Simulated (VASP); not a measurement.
# YVO4 (zircon) (I4_1/amd) in VASP: further runs, part 2 of 2

VASP 6.6.1. Earlier steps stand in the parts before.

## (4) Single point, LDA

This run uses another cell than the first one, of 12.44 Å³/atom, 0.975 times its volume.

The input, INCAR:

```
PREC     = Accurate       # precision mode
ENCUT    = 520            # plane-wave cutoff, eV
EDIFF    = 1E-6           # SCF threshold, eV
ISMEAR   = 0              # smearing method
SIGMA    = 0.01           # smearing width, eV
LREAL    = False          # projectors in reciprocal space
LASPH    = True           # aspherical terms in the spheres
NELM     = 100            # most SCF steps
ALGO     = Normal         # electronic algorithm
ISIF     = 2              # what is computed and relaxed
LWAVE    = False          # write WAVECAR
LCHARG   = True           # write CHGCAR
LELF     = True           # ELF
LVHAR    = True         
NBANDS   = 60             # bands
```

The input, KPOINTS:

```
regular mesh
0
Gamma
  4 4 4
```

The input, POSCAR:

```
YVO4
1.0
   -3.4843931173      3.4843931173      3.0746954603
    3.4843931173     -3.4843931173      3.0746954603
    3.4843931173      3.4843931173     -3.0746954603
Y V O
2 2 8
Direct
    0.8750000000      0.1250000000      0.7500000000
    0.1250000000      0.8750000000      0.2500000000
    0.6250000000      0.3750000000      0.2500000000
    0.3750000000      0.6250000000      0.7500000000
    0.6354122966      0.1992837407      0.4361285559
    0.3645877034      0.8007162593      0.5638714441
    0.1992837407      0.2631551848      0.5638714441
    0.8007162593      0.7368448152      0.4361285559
    0.2631551848      0.1992837407      0.0638714441
    0.7368448152      0.8007162593      0.9361285559
    0.1992837407      0.6354122966      0.9361285559
    0.8007162593      0.3645877034      0.0638714441
```

Run with:

```bash
$ cat potpaw_LDA.64/Y_sv/POTCAR potpaw_LDA.64/V_sv/POTCAR potpaw_LDA.64/O/POTCAR > POTCAR
$ mpirun -np 1 vasp_std > vasp.out
```

It took 86 s on 1 thread of Intel Xeon 6975P-C (Granite Rapids), shared host; peak memory 0.32 GiB.

The run converged. Its results:

```
Free energy            : -116.4122 eV
Pressure               : 5.4 GPa
Largest force          : 0.258 eV/Å
Band gap on the k mesh : 2.93 eV, direct
```

Forces on the atoms (eV/Å):
```
Y    0.000  0.000  0.000
Y    0.000  0.000  0.000
V    0.000  0.000  0.000
V    0.000  0.000  0.000
O    0.000  0.203 -0.158
O    0.000 -0.203  0.158
O   -0.203  0.000 -0.158
O    0.203  0.000  0.158
O    0.000 -0.203 -0.158
O    0.000  0.203  0.158
O    0.203  0.000 -0.158
O   -0.203  0.000  0.158
```

Stress tensor (GPa, compression positive):
```
5.18 0.00 0.00
0.00 5.18 0.00
0.00 0.00 5.75
```

Levels at points of the mesh, in eV from the valence-band top:
```tsv
k point	band 45	band 46	band 47	band 48	band 49	band 50	band 51	band 52
(0.00, 0.00, 0.00)	-0.42	-0.36	-0.36	0.00	2.93	3.78	3.98	4.02
(0.50, 0.00, 0.00)	-0.93	-0.84	-0.17	-0.11	3.77	3.91	3.92	3.93
(0.50, 0.50, 0.00)	-0.82	-0.82	-0.39	-0.39	3.73	3.73	3.91	3.91
(0.50, 0.50, 0.50)	-0.90	-0.90	-0.54	-0.54	3.80	3.80	4.11	4.11
```

## (5) Relaxation of cell and atoms, LDA, target pressure 4 GPa, at which the enthalpy is minimised

The input, INCAR:

```
PREC = Accurate ; ENCUT = 600
EDIFF = 1E-7 ; ISMEAR = 0
SIGMA = 0.01 ; LREAL = F
LASPH = T ; NELM = 100
ALGO = Normal ; ISIF = 3
LWAVE = F ; LCHARG = F
IBRION = 2 ; NSW = 80
EDIFFG = -0.002 ; PSTRESS = 40.0
```

KPOINTS is that of step 4.

The input, POSCAR:

```
YVO4
1.0
   -3.5178636304      3.5178636304      3.0930929014
    3.5178636304     -3.5178636304      3.0930929014
    3.5178636304      3.5178636304     -3.0930929014
Y V O
2 2 8
Direct
    0.8750000000      0.1250000000      0.7500000000
    0.1250000000      0.8750000000      0.2500000000
    0.6250000000      0.3750000000      0.2500000000
    0.3750000000      0.6250000000      0.7500000000
    0.6347976301      0.1996848517      0.4351127784
    0.3652023699      0.8003151483      0.5648872216
    0.1996848517      0.2645720733      0.5648872216
    0.8003151483      0.7354279267      0.4351127784
    0.2645720733      0.1996848517      0.0648872216
    0.7354279267      0.8003151483      0.9351127784
    0.1996848517      0.6347976301      0.9351127784
    0.8003151483      0.3652023699      0.0648872216
```

Run with:

```bash
$ cat potpaw_LDA.64/Y_sv/POTCAR potpaw_LDA.64/V_sv/POTCAR potpaw_LDA.64/O/POTCAR > POTCAR
$ mpirun -np 1 vasp_std > vasp.out
```

Run time: 9.3 min. Hardware: 1 thread of Intel Xeon 6975P-C (Granite Rapids), shared host; peak memory 0.35 GiB.

It converged, with:

```yaml
Free_energy: -116.4596 eV
Relaxed_volume: 12.47 Å³/atom
Relaxed_cell: a = 5.813 Å, b = 5.813 Å, c = 5.813 Å, α = 106.30°, β = 106.30°, γ = 116.02°
Space_group_after_relaxing_to_0.05_Å: I4_1/amd (No. 141)
Energy_change_on_relaxing_the_enthalpy_is_what_falls: +3.4 meV/atom
Ionic_steps: 12
Pressure_after_relaxing: 4.0 GPa
Band_gap_on_the_k_mesh: 2.90 eV, direct
```

The path:
| step | energy change (eV) | largest force (eV/Å) | pressure (GPa) | volume (Å³) |
| --- | --- | --- | --- | --- |
| 1 | 0.0000 | 0.2470 | 1.03 | 153.11 |
| 2 | 0.0993 | 0.1576 | 6.53 | 147.93 |
| 3 | 0.0456 | 0.1930 | 4.59 | 149.65 |
| 4 | 0.0491 | 0.3791 | 2.94 | 149.81 |
| 5 | 0.0408 | 0.0168 | 3.99 | 149.71 |
| 6 | 0.0408 | 0.0103 | 4.00 | 149.70 |
| 7 | 0.0409 | 0.0084 | 3.99 | 149.69 |
| 8 | 0.0409 | 0.0085 | 4.00 | 149.69 |
| 9 | 0.0410 | 0.0051 | 4.00 | 149.68 |
| 10 | 0.0412 | 0.0028 | 4.02 | 149.68 |
| 11 | 0.0405 | 0.0081 | 3.95 | 149.71 |
| 12 | 0.0410 | 0.0004 | 3.99 | 149.68 |

Final structure:
```cif
data_structure
_symmetry_space_group_name_H-M 'P 1'
_symmetry_Int_Tables_number 1
_cell_length_a 5.8126
_cell_length_b 5.8126
_cell_length_c 5.8126
_cell_angle_alpha 106.301
_cell_angle_beta 106.301
_cell_angle_gamma 116.017
_cell_volume 149.68
loop_
_atom_site_label
_atom_site_type_symbol
_atom_site_fract_x
_atom_site_fract_y
_atom_site_fract_z
_atom_site_occupancy
Y1 Y 0.87500 0.12500 0.75000 1
Y2 Y 0.12500 0.87500 0.25000 1
V1 V 0.62500 0.37500 0.25000 1
V2 V 0.37500 0.62500 0.75000 1
O1 O 0.63533 0.19880 0.43653 1
O2 O 0.36467 0.80120 0.56347 1
O3 O 0.19880 0.26227 0.56347 1
O4 O 0.80120 0.73773 0.43653 1
O5 O 0.26227 0.19880 0.06347 1
O6 O 0.73773 0.80120 0.93653 1
O7 O 0.19880 0.63533 0.93653 1
O8 O 0.80120 0.36467 0.06347 1
```

Levels at points of the mesh, in eV from the valence-band top:
```tsv
k point	band 45	band 46	band 47	band 48	band 49	band 50	band 51	band 52
(0.00, 0.00, 0.00)	-0.43	-0.35	-0.35	0.00	2.90	3.73	3.92	3.97
(0.50, 0.00, 0.00)	-0.93	-0.84	-0.18	-0.11	3.72	3.85	3.87	3.87
(0.50, 0.50, 0.00)	-0.82	-0.82	-0.39	-0.39	3.68	3.68	3.86	3.86
(0.50, 0.50, 0.50)	-0.90	-0.90	-0.53	-0.53	3.75	3.75	4.05	4.05
```

Caveat: the cell is relaxed towards a set pressure, so the enthalpy falls and the energy may rise.

## (6) Summary

```csv
task,cell,cutoff (eV),gap on the mesh (eV),pressure (GPa),largest force (eV/Å)
single point,"a = 5.858 Å, angles 106.2, 106.2, 116.3°, 12 atoms",520,2.91,1.3,0.25
relaxation of cell and atoms,"relaxed from a = 5.935 Å, angles 106.3, 106.3, 116.0°, 12 atoms",600,2.87,0.0,-
single point,"a = 5.808 Å, angles 106.3, 106.3, 116.1°, 12 atoms",520,2.93,5.4,0.26
relaxation of cell and atoms,"relaxed to 4 GPa from a = 5.858 Å, angles 106.2, 106.2, 116.3°, 12 atoms",600,2.90,4.0,-
```

Alike in all rows: level LDA; potentials or basis VASP PAW LDA potentials, release 64 (Y_sv, V_sv, O); no spin polarisation; k mesh 4 × 4 × 4; smearing gaussian 0.01 eV.

Caveats: the cell is relaxed towards a set pressure, so the enthalpy falls and the energy may rise (some runs).

Total energies depend on the potentials used, so only differences within one code and one set of settings carry meaning.
